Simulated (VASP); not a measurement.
# Si (Fd-3m) in VASP: a series of runs, part 2 of 2

VASP 6.6.1.

### Step 4. Single point, LDA (volume scaled by 1.02)

File INCAR:

```
PREC = Accurate
ENCUT = 520
EDIFF = 1E-6
ISMEAR = -1
SIGMA = 0.08
LREAL = F
LASPH = T
NELM = 80
ALGO = Normal
ISIF = 2
LWAVE = F
LCHARG = T
LELF = T
LVHAR = T
NBANDS = 11
```

File KPOINTS:

```
regular mesh
0
Gamma
  12 12 12
```

File POSCAR:

```
Si
1.0
    0.0000000000      2.7334537691      2.7334537691
    2.7334537691      0.0000000000      2.7334537691
    2.7334537691      2.7334537691      0.0000000000
Si
2
Direct
    0.5000000000      0.5000000000      0.5000000000
    0.7500000000      0.7500000000      0.7500000000
```

Potentials or basis: VASP PAW LDA potentials, release 64 (Si).

Started as:

```
$ cat potpaw_LDA.64/Si/POTCAR > POTCAR
$ mpirun -np 1 vasp_std > vasp.out
```

OUTCAR:

```text
PREC = Accurate
   ENCUT = 520
   EDIFF = 1E-6
   ISMEAR = -1
   LREAL = F
   LASPH = T
   NELM = 80
   ISIF = 2

 ion  position               nearest neighbor table
   1  0.500  0.500  0.500-   2 2.37   2 2.37   2 2.37   2 2.37
   2  0.750  0.750  0.750-   1 2.37   1 2.37   1 2.37   1 2.37

  LATTYP: Found a face centered cubic cell.
 ALAT       =     5.4669075382

  Lattice vectors:

 A1 = (   0.0000000000,   2.7334537691,   2.7334537691)
 A2 = (   2.7334537691,   0.0000000000,   2.7334537691)
 A3 = (   2.7334537691,   2.7334537691,   0.0000000000)

Analysis of symmetry for initial positions (statically):
[... 5 lines left out ...]
 face centered cubic supercell.

 Subroutine GETGRP returns: Found 48 space group operations
 (whereof 24 operations were pure point group operations)
 out of a pool of 48 trial point group operations.

The static configuration has the point symmetry T_d .
 The point group associated with its full space group is O_h .

Analysis of symmetry for dynamics (positions and initial velocities):
[... 5 lines left out ...]
 face centered cubic supercell.

 Subroutine GETGRP returns: Found 48 space group operations
 (whereof 24 operations were pure point group operations)
[... 152 lines left out ...]

 val. band max:        5.5678438869   @ k =   0.0000   0.0000   0.0000
 cond. band min:       6.0702601918   @ k =   0.4167   0.4167   0.0000
 fundamental gap:      0.5024163049
 Fermi energy:         5.8127771225

 k-point     1 :       0.0000    0.0000    0.0000
  band No.  band energies     occupation
      1      -6.2545      2.00000
      2       5.5678      1.91057
      3       5.5678      1.91057
      4       5.5678      1.91057
      5       8.0832      0.00000
      6       8.0832      0.00000
      7       8.0832      0.00000
      8       8.5505      0.00000
      9      13.1615      0.00000
     10      13.2846      0.00000
     11      13.2846      0.00000
[... 309 lines left out ...]
 k-point    24 :      -0.4167    0.1667    0.0000
  band No.  band energies     occupation
      1      -3.6968      2.00000
      2      -1.1345      2.00000
      3       2.6033      2.00000
      4       4.0043      2.00000
      5       7.6525      0.00000
      6       9.5019      0.00000
      7       9.9005      0.00000
      8      13.3560      0.00000
      9      13.8936      0.00000
     10      14.2542      0.00000
     11      16.4820      0.00000

 [... further k-points ...]
[... 5 lines left out ...]
  --------------------------------------------------------------------------------------
  -------------------------------------------------------------------------------------
  Total       -0.8090640     -0.8090640     -0.8090640      0.0000000      0.0000000      0.0000000
  in kB      -31.7342518    -31.7342518    -31.7342518      0.0000000      0.0000000      0.0000000
  external PRESSURE =     -31.7342518 kB  Pullay stress =       0.0000000 kB

 VOLUME and BASIS-vectors are now :
 -----------------------------------------------------------------------------
  energy-cutoff  :      520.00
  volume of cell :       40.85
      direct lattice vectors                 reciprocal lattice vectors
     0.000000000  2.733453769  2.733453769    -0.182918770  0.182918770  0.182918770
     2.733453769  0.000000000  2.733453769     0.182918770 -0.182918770  0.182918770
     2.733453769  2.733453769  0.000000000     0.182918770  0.182918770 -0.182918770

 POSITION                                       TOTAL-FORCE (eV/Angst)
 -----------------------------------------------------------------------------------
      2.73345      2.73345      2.73345         0.000000      0.000000      0.000000
      4.10018      4.10018      4.10018        -0.000000     -0.000000     -0.000000
 -----------------------------------------------------------------------------------
    total drift:                                0.000000     -0.000000     -0.000000

  FREE ENERGIE OF THE ION-ELECTRON SYSTEM (eV)
  ---------------------------------------------------
  free  energy   TOTEN  =       -11.9054562730 eV

  energy  without entropy=      -11.9050477490  energy(sigma->0) =      -11.90525201
```

OSZICAR:

```text
N       E                     dE             d eps       ncg     rms          rms(c)
DAV:   1     0.745574310046E+01    0.74557E+01   -0.33146E+03  1584   0.590E+02
DAV:   2    -0.115527792338E+02   -0.19009E+02   -0.18294E+02  2106   0.852E+01
DAV:   3    -0.121482951255E+02   -0.59552E+00   -0.59415E+00  2020   0.136E+01
DAV:   4    -0.121531271172E+02   -0.48320E-02   -0.48315E-02  1896   0.153E+00
DAV:   5    -0.121531800450E+02   -0.52928E-04   -0.52927E-04  2024   0.151E-01    0.488E+00
DAV:   6    -0.119837617544E+02    0.16942E+00   -0.94327E-02  1824   0.121E+00    0.291E+00
DAV:   7    -0.119052652746E+02    0.78496E-01   -0.17176E-01  1836   0.169E+00    0.204E-01
DAV:   8    -0.119054757536E+02   -0.21048E-03   -0.74223E-03  1800   0.467E-01    0.789E-02
DAV:   9    -0.119054508201E+02    0.24934E-04   -0.20679E-04  1964   0.773E-02    0.613E-02
DAV:  10    -0.119054564389E+02   -0.56188E-05   -0.15639E-05  1854   0.232E-02    0.246E-02
DAV:  11    -0.119054562730E+02    0.16588E-06   -0.88190E-07  1248   0.499E-03
   1 F= -.11905456E+02 E0= -.11905252E+02  d E =-.408524E-03
```

stdout:

```text
POSCAR found type information on POSCAR Si
 POSCAR found :  1 types and       2 ions
 scaLAPACK will be used
 LDA part: xc-table for (Slater(with rela. corr.)+CA(PZ))
 , standard interpolation
 POSCAR, INCAR and KPOINTS ok, starting setup
 FFT: planning ... GRIDC
 FFT: planning ... GRID_SOFT
 FFT: planning ... GRID
 WAVECAR not read
 entering main loop
```

It took 12 s on 1 thread of Intel Xeon 6975P-C (Granite Rapids), shared host; peak memory 0.15 GiB.

What came out:

```
Free energy            : -11.9055 eV
Pressure               : -3.2 GPa
Band gap on the k mesh : 0.50 eV, indirect (least direct gap 2.52 eV)
```

### Step 5. Overview

| cell | gap on the mesh (eV) | pressure (GPa) |
| --- | --- | --- |
| a = 3.853 Å, angles 60.0°, 2 atoms | 0.49 | -2.3 |
| a = 3.891 Å, angles 60.0°, 2 atoms | 0.53 | -4.7 |
| a = 3.866 Å, angles 60.0°, 2 atoms | 0.50 | -3.2 |

Alike in all rows: task single point; level LDA; potentials or basis VASP PAW LDA potentials, release 64 (Si); no spin polarisation; k mesh 12 × 12 × 12; cutoff (eV) 520; smearing fermi-dirac 0.08 eV.

Absolute energies hang on the potentials; compare differences alone.
